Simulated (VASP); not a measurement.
# Cr (Fm-3m) in VASP: further runs, part 2 of 2

VASP 6.6.1. The steps go on from the part before.

## 3. Single point, PBE, collinear spin, ferromagnetic start (volume scaled by 0.96)

The input, INCAR:

```
PREC = Accurate
ENCUT = 600
EDIFF = 1E-6
ISMEAR = -1
SIGMA = 0.05
LREAL = False
LASPH = True
NELM = 200
ALGO = Normal
ISIF = 2
LWAVE = False
LCHARG = False
ISPIN = 2
MAGMOM = 1.5
LORBIT = 11
LMAXMIX = 4
GGA = PE
NBANDS = 17
GGA_COMPAT = False
```

The input, KPOINTS:

```
regular mesh
0
Gamma
  17 17 17
```

The input, POSCAR:

```
Cr
1.0
    0.0000000000      1.7867316362      1.7867316362
    1.7867316362      0.0000000000      1.7867316362
    1.7867316362      1.7867316362      0.0000000000
Cr
1
Direct
    0.0000000000      0.0000000000      0.0000000000
```

Potentials or basis: VASP PAW PBE potentials, release 64 (Cr_sv).

On the command line:

```console
cat potpaw_PBE.64/Cr_sv/POTCAR > POTCAR
mpirun -np 1 vasp_std > vasp.out
```

OUTCAR:

```text
PREC = Accurate
   ENCUT = 600
   EDIFF = 1E-6
   ISMEAR = -1
   LREAL = False
   LASPH = True
   NELM = 200
   ISIF = 2
   ISPIN = 2
   LORBIT = 11
   GGA = PE

 ion  position               nearest neighbor table
   1  0.000  0.000  0.000-

  LATTYP: Found a face centered cubic cell.
 ALAT       =     3.5734632724

  Lattice vectors:

 A1 = (   0.0000000000,   1.7867316362,   1.7867316362)
 A2 = (   1.7867316362,   0.0000000000,   1.7867316362)
 A3 = (   1.7867316362,   1.7867316362,   0.0000000000)

Analysis of symmetry for initial positions (statically):
=====================================================================
 Subroutine PRICEL returns:
 Original cell was already a primitive cell.

 Routine SETGRP: Setting up the symmetry group for a
 face centered cubic supercell.

 Subroutine GETGRP returns: Found 48 space group operations
[... 9 lines left out ...]

 Routine SETGRP: Setting up the symmetry group for a
 face centered cubic supercell.

 Subroutine GETGRP returns: Found 48 space group operations
 (whereof 48 operations were pure point group operations)
 out of a pool of 48 trial point group operations.

The dynamic configuration has the point symmetry O_h .

Analysis of structural, dynamic, and magnetic symmetry:
=====================================================================
 Subroutine PRICEL returns:
 Original cell was already a primitive cell.

 Routine SETGRP: Setting up the symmetry group for a
 face centered cubic supercell.

 Subroutine GETGRP returns: Found 48 space group operations
 (whereof 48 operations were pure point group operations)
 out of a pool of 48 trial point group operations.

The overall configuration has the point symmetry O_h .

 Subroutine INISYM returns: Found 48 space group operations
[... 5 lines left out ...]
                                     Primitive cell

  volume of cell :      11.4080

  direct lattice vectors                    reciprocal lattice vectors
[... 108 lines left out ...]
  Thomas-Fermi vector in A             =   2.823003
   LORBIT       =     11    0 simple, 1 ext, 2 COOP (PROOUT), +10 PAW based schemes
   GGA     = PE    functional components
   LHFCALC =     F    Hartree Fock is set to
   AEXX    =    0.0000 exact exchange contribution
   IVDW    =     0    specifies the selected vdW correction
   LEPSILON=     F    determine dielectric tensor
   LRPA    =     F    only Hartree local field effects (RPA)
 spin polarized calculation
  energy-cutoff  :      600.00
  volume of cell :       11.41
 maximum number of plane-waves:       390
   NGX =  9   NGY =  9   NGZ =  9

 number of electron      14.0000004 magnetization       0.0002998

 Free energy of the ion-electron system (eV)
  ---------------------------------------------------
  ext. energy  EPLUGINS =         0.00000000
  ---------------------------------------------------
  free energy    TOTEN  =        -9.20176473 eV

  energy without entropy =       -9.18707116  energy(sigma->0) =       -9.19441795

 E-fermi :  13.9556     XC(G=0): -13.7921

 val. band max:       13.9550294542   @ k =  -0.3529   0.1765   0.0588
 cond. band min:      13.9558694341   @ k =   0.2941   0.2353   0.0000
 fundamental gap:      0.0008399799
 Fermi energy:        13.9555974551

 spin component 1

 k-point     1 :       0.0000    0.0000    0.0000
  band No.  band energies     occupation
      1     -57.5445      1.00000
      2     -28.2929      1.00000
      3     -28.2929      1.00000
      4     -28.2929      1.00000
      5       6.2873      1.00000
      6      13.5003      0.99989
[... 459 lines left out ...]
      6      13.0808      1.00000
[... 9 lines left out ...]
     16      45.0298      0.00000
     17      46.6001      0.00000

 [... further k-points ...]

 spin component 2

 k-point     1 :       0.0000    0.0000    0.0000
  band No.  band energies     occupation
      1     -57.5442      1.00000
      2     -28.2926      1.00000
      3     -28.2926      1.00000
      4     -28.2926      1.00000
      5       6.2875      1.00000
      6      13.5006      0.99989
[... 459 lines left out ...]
      6      13.0811      1.00000
[... 9 lines left out ...]
     16      45.0300      0.00000
     17      46.6002      0.00000

 [... further k-points ...]
[... 5 lines left out ...]
  --------------------------------------------------------------------------------------
  -------------------------------------------------------------------------------------
  Total        0.5264289      0.5264289      0.5264289      0.0000000     -0.0000000      0.0000000
  in kB       73.9336796     73.9336796     73.9336796      0.0000000     -0.0000000      0.0000000
  external PRESSURE =      73.9336796 kB  Pullay stress =       0.0000000 kB

 VOLUME and BASIS-vectors are now :
 -----------------------------------------------------------------------------
  energy-cutoff  :      600.00
  volume of cell :       11.41
      direct lattice vectors                 reciprocal lattice vectors
     0.000000000  1.786731636  1.786731636    -0.279840570  0.279840570  0.279840570
     1.786731636  0.000000000  1.786731636     0.279840570 -0.279840570  0.279840570
     1.786731636  1.786731636  0.000000000     0.279840570  0.279840570 -0.279840570

 POSITION                                       TOTAL-FORCE (eV/Angst)
 -----------------------------------------------------------------------------------
      0.00000      0.00000      0.00000         0.000000      0.000000      0.000000
 -----------------------------------------------------------------------------------
    total drift:                                0.000000      0.000000      0.000000

  FREE ENERGIE OF THE ION-ELECTRON SYSTEM (eV)
  ---------------------------------------------------
  free  energy   TOTEN  =        -9.2017647306 eV

  energy  without entropy=       -9.1870711606  energy(sigma->0) =       -9.19441795

 total charge

# of ion       s       p       d       tot
------------------------------------------
    1        2.200   6.020   3.593  11.813

 magnetization (x)

# of ion       s       p       d       tot
------------------------------------------
    1        0.000   0.000   0.000   0.000
```

It took 74 s on 1 thread of Intel Xeon Platinum 8488C (Sapphire Rapids), shared host; peak memory 0.17 GiB.

Results:

* Free energy: -9.2018 eV
* Pressure: 7.4 GPa
* Band gap on the k mesh: zero (filled and empty bands overlap)
* Net moment: 0.00 μB per cell
* Valence electrons inside the program's atomic spheres: Cr 11.81

Levels at points of the mesh, in eV from the Fermi level:
Spin up:
```
           k point  band 3  band 4  band 5  band 6  band 7  band 8  band 9  band 10  band 11  band 12
(0.00, 0.00, 0.00)  -42.25  -42.25   -7.67   -0.46   -0.46   -0.46    1.42     1.42    20.12    25.97
```
Spin down:
```tsv
k point	band 4	band 5	band 6	band 7	band 8	band 9	band 10	band 11
(0.00, 0.00, 0.00)	-42.25	-7.67	-0.45	-0.45	-0.45	1.42	1.42	20.12
```

Caveat: the starting moments collapsed, and a magnetic state may lie lower.
